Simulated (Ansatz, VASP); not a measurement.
## Sb in VASP and in Ansatz

```xyz
1
Lattice="2.8954 0.0000 0.0000 0.0000 2.8954 0.0000 0.0000 0.0000 3.7640" Properties=species:S:1:pos:R:3 pbc="T T T"
Sb    0.0000    0.0000    0.0000
```

Alike in both runs: task single point; functional r2SCAN; k mesh 16 × 16 × 16; occupations gaussian, width 0.15 eV; no spin polarisation.

|  | VASP | Ansatz |
| --- | --- | --- |
| version | VASP 6.6.1 | Ansatz 0.2.0 |
| potentials or method | VASP PAW PBE potentials, release 64 (Sb), cutoff 520 eV | scalar-relativistic, plane waves, PAW |
| valence electrons in the cell | 5 | 15 |

Ansatz gave:

```
gap on the k mesh at the Fermi level (eV)                     : none
pressure (GPa)                                                : 2.5
traceless stress, the component that is largest in VASP (GPa) : -8.53
```

Q: Which values does VASP return?

A: gap on the k mesh at the Fermi level (eV): none; pressure (GPa): 2.6; traceless stress, the component that is largest in VASP (GPa): -8.64.

VASP's potentials were made for PBE, not for r2SCAN. A gap of «none» marks a metal or a gap that the smearing closes. The functional is the same, so the differences come from potentials, cutoffs and numerics. VASP's potentials hold 5 valence electrons a cell and Ansatz's 15, so a difference there can come from the potentials and not from the codes.

Spin-orbit coupling is off throughout.
